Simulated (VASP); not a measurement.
# MgI2 (P1) in VASP: a series of runs

Runs on MgI2. Level: PBEsol. Tasks: single point.

All numbers are computed with VASP 6.6.1; they aren't measurements. Logs are shortened: lines on timing, memory, paths and dates and some standing lists are left out, and cuts for length are marked.

## (1) The cell of the first run

The typed cell holds 12 atoms: a = 8.314 Å, b = 8.314 Å, c = 6.873 Å, α = 90.00°, β = 90.00°, γ = 120.00°.

## (2) Single point, PBEsol

INCAR reads:

```
ALGO = Normal
EDIFF = 1E-6
ENCUT = 520
GGA = PS
ISIF = 2
ISMEAR = -1
LASPH = T
LCHARG = F
LREAL = F
LWAVE = F
NBANDS = 44
NELM = 80
PREC = Accurate
SIGMA = 0.112
```

KPOINTS reads:

```
k-points
0
Gamma
  3 3 2
```

POSCAR reads:

```
MgI2
1.0
    8.3144261629     -0.0000000001      0.0000000000
   -4.1572130814      7.2005042750      0.0000000000
    0.0000000000      0.0000000000      6.8733251562
Mg I
4 8
Direct
   -0.0226039628     -0.0338784605      0.0065365742
   -0.0016726618      0.5139817794      0.0109617977
    0.4929299608     -0.0076544639      0.0018203707
    0.5343482323      0.4949483903     -0.0008202726
    0.1671147674      0.3336156619      0.2461862289
    0.3401117107      0.1733814678      0.7573398438
    0.1633244794      0.8372316396      0.2411147388
    0.3402513592      0.6671110545      0.7524334849
    0.6579294304      0.3288411352      0.2392127482
    0.8335420063      0.1599240770      0.7566233056
    0.6633336668      0.8373967669      0.2436445188
    0.8338179690      0.6687424681      0.7599023589
```

Potentials or basis: VASP PAW PBE potentials, release 64 (Mg, I).

Command:

```sh
$ cat potpaw_PBE.64/Mg/POTCAR potpaw_PBE.64/I/POTCAR > POTCAR
$ mpirun -np 1 vasp_std > vasp.out
```

OUTCAR:

```text
EDIFF = 1E-6
   ENCUT = 520
   GGA = PS
   ISIF = 2
   ISMEAR = -1
   LASPH = T
   LREAL = F
   NELM = 80
   PREC = Accurate

 ion  position               nearest neighbor table
   1  0.977  0.966  0.007-  12 2.73   7 2.79  11 2.80  10 2.98   5 3.12   6 3.13
   2  0.998  0.514  0.011-   7 2.81  12 2.87   9 2.91   5 2.99   8 3.04  10 3.09
   3  0.493  0.992  0.002-  11 2.87   7 2.89   8 2.90   9 2.92   6 2.94  10 2.98
   4  0.534  0.495  0.999-   9 2.67  12 2.72   6 2.86  11 3.00   8 3.14   5 3.15
   5  0.167  0.334  0.246-   2 2.99   1 3.12   4 3.15
   6  0.340  0.173  0.757-   4 2.86   3 2.94   1 3.13
   7  0.163  0.837  0.241-   1 2.79   2 2.81   3 2.89
   8  0.340  0.667  0.752-   3 2.90   2 3.04   4 3.14
   9  0.658  0.329  0.239-   4 2.67   2 2.91   3 2.92
  10  0.834  0.160  0.757-   3 2.98   1 2.98   2 3.09
  11  0.663  0.837  0.244-   1 2.80   3 2.87   4 3.00
  12  0.834  0.669  0.760-   4 2.72   1 2.73   2 2.87

  LATTYP: Found a hexagonal cell.
 ALAT       =     8.3144261629
 C/A-ratio  =     0.8266746281

  Lattice vectors:

 A1 = (   8.3144261629,  -0.0000000001,   0.0000000000)
 A2 = (  -4.1572130814,   7.2005042750,   0.0000000000)
 A3 = (   0.0000000000,   0.0000000000,   6.8733251562)

Analysis of symmetry for initial positions (statically):
=====================================================================
 Subroutine PRICEL returns:
 Original cell was already a primitive cell.

 Routine SETGRP: Setting up the symmetry group for a
 hexagonal supercell.

 Subroutine GETGRP returns: Found  1 space group operations
 (whereof  1 operations were pure point group operations)
 out of a pool of 24 trial point group operations.

The static configuration has the point symmetry C_1 .

Analysis of symmetry for dynamics (positions and initial velocities):
=====================================================================
 Subroutine PRICEL returns:
 Original cell was already a primitive cell.

 Routine SETGRP: Setting up the symmetry group for a
 hexagonal supercell.

 Subroutine GETGRP returns: Found  1 space group operations
 (whereof  1 operations were pure point group operations)
 out of a pool of 24 trial point group operations.

The dynamic configuration has the point symmetry C_1 .

 Subroutine INISYM returns: Found  1 space group operations
[... 109 lines left out ...]
   ISYM   =      2    0-nonsym 1-usesym 2-fastsym
   POTIM  = 0.5000    time-step for ionic-motion
   TEBEG  =    0.0;   TEEND  =   0.0 temperature during run
   PSTRESS=    0.0 pullay stress
   NELECT =      64.0000    total number of electrons
   NUPDOWN=      -1.0000    fix difference up-down
   EMIN   =  10.00;   EMAX   =-10.00  energy-range for DOS
   EFERMI =   0.00;   METHOD = LEGACY
   ISMEAR =    -1;   SIGMA  =   0.11  broadening in eV -4-tet -1-fermi 0-gaus
   EFERMI_NEDOS =   21; number of points for ismear=-14 and -15
   IALGO  =     38    algorithm
   IMIX   =      4    mixing-type and parameters
     AMIX     =   0.40;   BMIX     =  1.00
     AMIX_MAG =   1.60;   BMIX_MAG =  1.00
  volume/ion in A,a.u.               =      34.29       231.41
  Fermi-wavevector in a.u.,A,eV,Ry     =   0.880402  1.663718 10.545969  0.775107
  Thomas-Fermi vector in A             =   2.000757
   LORBIT       =      0    0 simple, 1 ext, 2 COOP (PROOUT), +10 PAW based schemes
   GGA     = PS    functional components
   LHFCALC =     F    Hartree Fock is set to
   AEXX    =    0.0000 exact exchange contribution
   IVDW    =     0    specifies the selected vdW correction
   LEPSILON=     F    determine dielectric tensor
   LRPA    =     F    only Hartree local field effects (RPA)
 non-spin polarized calculation
  energy-cutoff  :      520.00
  volume of cell :      411.49
 maximum number of plane-waves:     11114
 NGX is ok and might be reduce to    64
   NGX = 31   NGY = 31   NGZ = 25

 number of electron      64.0000000 magnetization

 Free energy of the ion-electron system (eV)
  ---------------------------------------------------
  ext. energy  EPLUGINS =         0.00000000
  ---------------------------------------------------
  free energy    TOTEN  =       -33.19078838 eV

  energy without entropy =      -33.19078701  energy(sigma->0) =      -33.19078770

 E-fermi :   4.0269     XC(G=0):  -8.3580

 val. band max:        2.3646474181   @ k =   0.0000   0.0000   0.0000
 cond. band min:       5.5478656856   @ k =   0.0000   0.0000   0.5000
 fundamental gap:      3.1832182675
 Fermi energy:         4.0269279409

 k-point     1 :       0.0000    0.0000    0.0000
  band No.  band energies     occupation
      1     -10.1433      2.00000
      2      -9.6284      2.00000
      3      -9.5031      2.00000
      4      -9.3226      2.00000
      5      -9.0858      2.00000
      6      -8.8072      2.00000
[... 459 lines left out ...]
     43       8.6648      0.00000
     44       8.8919      0.00000

------------------------ aborting loop because EDIFF is reached ----------------------------------------

  FORCE on cell =-STRESS in cart. coord.  units (eV):
  Direction    XX          YY          ZZ          XY          YZ          ZX
  --------------------------------------------------------------------------------------
  -------------------------------------------------------------------------------------
  Total       -0.0624083     -0.0864297      1.1481720      0.0948445     -0.2502360      0.7215007
  in kB       -0.2429915     -0.3365206      4.4704933      0.3692842     -0.9743126      2.8092168
  external PRESSURE =       1.2969938 kB  Pullay stress =       0.0000000 kB

 VOLUME and BASIS-vectors are now :
 -----------------------------------------------------------------------------
  energy-cutoff  :      520.00
  volume of cell :      411.49
      direct lattice vectors                 reciprocal lattice vectors
     8.314426163 -0.000000000  0.000000000     0.120272882  0.069439581  0.000000000
    -4.157213081  7.200504275  0.000000000     0.000000000  0.138879162  0.000000000
     0.000000000  0.000000000  6.873325156     0.000000000  0.000000000  0.145489989

 POSITION                                       TOTAL-FORCE (eV/Angst)
 -----------------------------------------------------------------------------------
      4.11011      6.95656      0.04493        -0.097930      1.207514     -0.032089
      6.16379      3.70093      0.07534         0.693431     -0.578606     -0.208868
     -0.02696      7.14539      0.01251         0.139646      0.047493     -0.511036
      2.38519      3.56388      6.86769        -1.423513      0.022411     -0.034440
      0.00255      2.40220      1.69212        -0.036605      0.017026     -0.377756
      2.10705      1.24843      5.20544        -0.039426     -0.236645      0.132919
     -2.12260      6.02849      1.65726         0.105049     -0.060201      0.306793
      0.05567      4.80354      5.17172        -0.151261     -0.043997      0.369312
      4.10324      2.36782      1.64419         0.511165     -0.127600      0.513244
      6.26559      1.15153      5.20052        -0.058907      0.139083      0.326467
      2.03400      6.02968      1.67465         0.008431     -0.262705      0.130232
      4.15261      4.81528      5.22306         0.349919     -0.123771     -0.614779
 -----------------------------------------------------------------------------------
    total drift:                               -0.000116      0.000239     -0.000041

  FREE ENERGIE OF THE ION-ELECTRON SYSTEM (eV)
  ---------------------------------------------------
  free  energy   TOTEN  =       -33.1907883822 eV

  energy  without entropy=      -33.1907870095  energy(sigma->0) =      -33.19078770
```

OSZICAR:

```text
N       E                     dE             d eps       ncg     rms          rms(c)
DAV:   1     0.349359461535E+03    0.34936E+03   -0.23130E+04   880   0.116E+03
DAV:   2     0.187095937246E+01   -0.34749E+03   -0.33309E+03  1184   0.173E+02
DAV:   3    -0.329850030303E+02   -0.34856E+02   -0.34699E+02  1096   0.615E+01
DAV:   4    -0.339051295422E+02   -0.92013E+00   -0.91927E+00  1128   0.118E+01
DAV:   5    -0.339315287863E+02   -0.26399E-01   -0.26393E-01  1100   0.215E+00    0.808E+00
DAV:   6    -0.333494124828E+02    0.58212E+00   -0.61940E-01   988   0.248E+00    0.552E+00
DAV:   7    -0.332001405312E+02    0.14927E+00   -0.74617E-01  1040   0.275E+00    0.133E+00
DAV:   8    -0.331921992877E+02    0.79412E-02   -0.11325E-01   980   0.110E+00    0.996E-01
DAV:   9    -0.331913539195E+02    0.84537E-03   -0.43111E-03  1112   0.264E-01    0.526E-01
DAV:  10    -0.331908153865E+02    0.53853E-03   -0.15588E-03   996   0.119E-01    0.150E-01
DAV:  11    -0.331907852175E+02    0.30169E-04   -0.15297E-04  1048   0.549E-02    0.264E-02
DAV:  12    -0.331907859319E+02   -0.71436E-06   -0.34253E-05  1164   0.254E-02    0.200E-02
DAV:  13    -0.331907878044E+02   -0.18725E-05   -0.20873E-05  1184   0.166E-02    0.797E-03
DAV:  14    -0.331907883822E+02   -0.57785E-06   -0.46359E-06   892   0.681E-03
   1 F= -.33190788E+02 E0= -.33190788E+02  d E =-.137271E-05
```

Run time: 7.7 min. Hardware: 1 thread of Oxide Virtual Turin-like, shared host; peak memory 0.54 GiB.

What came out:

```yaml
Free_energy: -33.1908 eV
Pressure: 0.1 GPa
Largest_force: 1.424 eV/Å
Band_gap_on_the_k_mesh: 3.18 eV, indirect (least direct gap 3.26 eV)
```

Forces on the atoms (eV/Å):
```
Mg  -0.098  1.208 -0.032
Mg   0.693 -0.579 -0.209
Mg   0.140  0.047 -0.511
Mg  -1.424  0.022 -0.034
I   -0.037  0.017 -0.378
I   -0.039 -0.237  0.133
I    0.105 -0.060  0.307
I   -0.151 -0.044  0.369
I    0.511 -0.128  0.513
I   -0.059  0.139  0.326
I    0.008 -0.263  0.130
I    0.350 -0.124 -0.615
```

Caveat: the k points lie up to 0.46 Å⁻¹ apart; the PAW data sets were made with another functional, which shifts forces and pressure a little; spin-orbit coupling is left out, which moves the levels of the heavy elements.

## (3) Single point, PBEsol

INCAR reads:

```
SYSTEM = MgI2
PREC = Accurate ; ENCUT = 520
EDIFF = 1E-6 ; ISMEAR = -1
SIGMA = 0.112 ; LREAL = .FALSE.
LASPH = .TRUE. ; NELM = 60
ALGO = Normal ; ISIF = 2
LWAVE = .FALSE. ; LCHARG = .FALSE.
GGA = PS ; NBANDS = 44
```

KPOINTS reads:

```
Automatic mesh
0
G
  3 3 2
  0 0 0
```

POSCAR reads:

```
MgI2
1.0
    8.3144261629     -0.0000000001      0.0000000000
   -4.1572130814      7.2005042750      0.0000000000
    0.0000000000      0.0000000000      6.8733251562
Mg I
4 8
Direct
   -0.0390715334     -0.0533769560      0.0127328473
    0.0002568265      0.5210748937      0.0193450764
    0.4875935997     -0.0146850826     -0.0026189653
    0.5540424355      0.4903214921     -0.0023640668
    0.1675003635      0.3339442500      0.2488695007
    0.3465446489      0.1795572852      0.7575961971
    0.1601403351      0.8409997090      0.2403481521
    0.3468043036      0.6674521418      0.7483532181
    0.6500871368      0.3240092514      0.2371073626
    0.8337962785      0.1535010546      0.7566318895
    0.6597070576      0.8408536081      0.2449917561
    0.8348792586      0.6705352592      0.7609124959
```

Potentials or basis: VASP PAW PBE potentials, release 64 (Mg, I).

Command:

```sh
$ cat potpaw_PBE.64/Mg/POTCAR potpaw_PBE.64/I/POTCAR > POTCAR
$ mpirun -np 1 vasp_std > vasp.out
```

OUTCAR:

```text
SYSTEM = MgI2
   PREC = Accurate
   ENCUT = 520
   EDIFF = 1E-6
   ISMEAR = -1
   LREAL = .FALSE.
   LASPH = .TRUE.
   NELM = 60
   ISIF = 2
   GGA = PS

 ion  position               nearest neighbor table
   1  0.961  0.947  0.013-  12 2.64  11 2.72   7 2.72  10 3.00   5 3.23   6 3.30   4 3.61
   2  0.000  0.521  0.019-   7 2.76  12 2.88   9 2.94   5 3.00   8 3.12  10 3.21   4 3.59
   3  0.488  0.985  0.997-  11 2.85   8 2.86   7 2.89   6 2.93   9 2.94  10 2.99
   4  0.554  0.490  0.998-   9 2.52  12 2.62   6 2.81  11 3.10   8 3.26   5 3.29   2 3.59   1 3.61

[... 686 lines left out ...]
 -----------------------------------------------------------------------------
  energy-cutoff  :      520.00
  volume of cell :      411.49
      direct lattice vectors                 reciprocal lattice vectors
     8.314426163 -0.000000000  0.000000000     0.120272882  0.069439581  0.000000000
    -4.157213081  7.200504275  0.000000000     0.000000000  0.138879162  0.000000000
     0.000000000  0.000000000  6.873325156     0.000000000  0.000000000  0.145489989

 POSITION                                       TOTAL-FORCE (eV/Angst)
 -----------------------------------------------------------------------------------
      4.05426      6.81616      0.08752        -0.196163      1.868028     -0.020005
     -2.16408      3.75200      0.13297         0.949447     -0.886234     -0.294882
     -0.04210      7.09476      6.85532         0.194641      0.133154     -0.680575
      2.56817      3.53056      6.85708        -2.387320      0.184497     -0.269945
      0.00439      2.40457      1.71056        -0.140253      0.061391     -0.445383
      2.13486      1.29290      5.20720        -0.043470     -0.376073      0.065193
     -2.16474      6.05562      1.65199         0.256542     -0.066708      0.533834
      0.10874      4.80599      5.14367        -0.323092     -0.076696      0.457514
      4.05813      2.33303      1.62972         1.098070     -0.414106      1.145705
      6.29440      1.10528      5.20058        -0.080012      0.222802      0.404667
      1.98948      6.05457      1.68391        -0.038889     -0.452700      0.291575
      4.15398      4.82819      5.23000         0.710499     -0.197356     -1.187698
 -----------------------------------------------------------------------------------
    total drift:                               -0.000070      0.000188      0.000218

  FREE ENERGIE OF THE ION-ELECTRON SYSTEM (eV)
  ---------------------------------------------------
  free  energy   TOTEN  =       -32.4599936172 eV

  energy  without entropy=      -32.4599897166  energy(sigma->0) =      -32.45999167
```

Wall time 8.6 min (1 thread of Oxide Virtual Turin-like, shared host); peak memory 0.52 GiB.

Results:

* Free energy: -32.4600 eV
* Pressure: 0.9 GPa
* Largest force: 2.410 eV/Å
* Band gap on the k mesh: 2.88 eV, indirect (least direct gap 2.96 eV)

Forces in eV/Å, atoms in the order of the input:
```
Mg  -0.196  1.868 -0.020
Mg   0.949 -0.886 -0.295
Mg   0.195  0.133 -0.681
Mg  -2.387  0.184 -0.270
I   -0.140  0.061 -0.445
I   -0.043 -0.376  0.065
I    0.257 -0.067  0.534
I   -0.323 -0.077  0.458
I    1.098 -0.414  1.146
I   -0.080  0.223  0.405
I   -0.039 -0.453  0.292
I    0.710 -0.197 -1.188
```

Stress tensor (GPa, compression positive):
```
 0.58  0.11  0.53
 0.11  0.66 -0.26
 0.53 -0.26  1.38
```

Levels at points of the mesh, in eV from the valence-band top:
| k point | band 30 | band 31 | band 32 | band 33 | band 34 | band 35 |
| --- | --- | --- | --- | --- | --- | --- |
| (0.00, 0.00, 0.00) | -0.22 | -0.08 | 0.00 | 2.96 | 3.01 | 3.26 |
| (0.00, 0.00, 0.50) | -0.39 | -0.29 | -0.17 | 2.88 | 3.14 | 3.25 |

Caveat: the k points lie up to 0.46 Å⁻¹ apart; the PAW data sets were made with another functional, which shifts forces and pressure a little; spin-orbit coupling is left out, which moves the levels of the heavy elements.

## (4) Single point, PBEsol

INCAR reads:

```
SYSTEM = MgI2
PREC = Accurate
ENCUT = 520
EDIFF = 1E-7
ISMEAR = -1
SIGMA = 0.112
LREAL = .False.
LASPH = .True.
NELM = 100
ALGO = Normal
ISIF = 2
LWAVE = .False.
LCHARG = .False.
GGA = PS
NBANDS = 44
```

KPOINTS reads:

```
regular mesh
0
Gamma
  3 3 2
  0 0 0
```

POSCAR reads:

```
MgI2
1.0
    8.3144261629     -0.0000000001      0.0000000000
   -4.1572130814      7.2005042750      0.0000000000
    0.0000000000      0.0000000000      6.8733251562
Mg I
4 8
Direct
   -0.0463789212     -0.0508278290      0.0184321267
    0.0065951693      0.5176836035      0.0240336367
    0.4851020086     -0.0199855447     -0.0153502122
    0.5505954014      0.4878597201     -0.0068808035
    0.1676831014      0.3344117173      0.2504677083
    0.3524258318      0.1848362211      0.7579804362
    0.1573772280      0.8445894576      0.2408260867
    0.3526074415      0.6675872712      0.7453716918
    0.6439365724      0.3183106228      0.2376400014
    0.8341611838      0.1476173001      0.7576060905
    0.6554724782      0.8432602451      0.2470385092
    0.8371187868      0.6718879422      0.7591941137
```

Command:

```sh
$ cat potpaw_PBE.64/Mg/POTCAR potpaw_PBE.64/I/POTCAR > POTCAR
$ mpirun -np 1 vasp_std > vasp.out
```

It took 8.8 min on 1 thread of Oxide Virtual Turin-like, shared host; peak memory 0.52 GiB.

The run converged. Its results:

| Property | Result |
| --- | --- |
| Free energy | -32.5698 eV |
| Pressure | 0.8 GPa |
| Largest force | 2.013 eV/Å |
| Band gap on the k mesh | 2.87 eV, indirect (least direct gap 2.94 eV) |

Forces in eV/Å, atoms in the order of the input:
```
Mg  -0.039  1.561 -0.177
Mg   0.614 -0.731 -0.269
Mg   0.127  0.296 -0.357
Mg  -1.988  0.301 -0.092
I   -0.160  0.073 -0.429
I   -0.118 -0.551 -0.136
I    0.337 -0.163  0.362
I   -0.406 -0.222  0.396
I    1.059 -0.238  0.894
I   -0.077  0.357  0.323
I   -0.121 -0.530  0.311
I    0.773 -0.152 -0.827
```

Stress tensor (GPa, compression positive):
```
 0.54  0.21  0.53
 0.21  0.67 -0.17
 0.53 -0.17  1.22
```

Levels at points of the mesh, in eV from the valence-band top:
```tsv
k point	band 28	band 29	band 30	band 31	band 32	band 33	band 34	band 35	band 36	band 37
(0.00, 0.00, 0.00)	-0.61	-0.54	-0.26	-0.07	0.00	2.94	3.16	3.37	3.45	4.22
(0.00, 0.00, 0.50)	-0.69	-0.53	-0.40	-0.31	-0.17	2.87	3.26	3.35	4.01	4.22
```

Caveat: the k points lie up to 0.46 Å⁻¹ apart; the PAW data sets were made with another functional, which shifts forces and pressure a little; spin-orbit coupling is left out, which moves the levels of the heavy elements.
